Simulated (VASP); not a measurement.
Crystal: Ni.

```
Ni
1.0
     0.00000   -1.77105   -1.77105
    -3.54210   -1.77105   -1.77105
     0.00000    1.77105   -1.77105
Ni
2
Direct
  0.00000 0.00000 0.00000
  0.00000 0.50000 0.50000
```

Base run:

* Program: VASP 6.6.1
* Functional: PBE
* Potentials or basis: VASP PAW PBE potentials, release 64 (Ni)
* Cutoff: 520 eV
* k mesh: 12 × 7 × 10
* Occupations: fermi-dirac, width 0.1 eV
* Spin: no spin polarisation

Its results: pressure -4.3 GPa.

Q: The run is repeated on the same cell with these changes: spin from no spin polarisation to collinear spin, ferromagnetic start; further incar settings from ALGO = Normal; EDIFF = 1e-07; NBANDS = 17; ISYM = 0 to ALGO = Normal; EDIFF = 1e-06; NBANDS = 21; ISYM = 0. What comes out?

A: Pressure -3.4 GPa; net moment 1.26 μB per cell; site moments Ni +0.65 μB.

Caveats: the cell stands under tension.
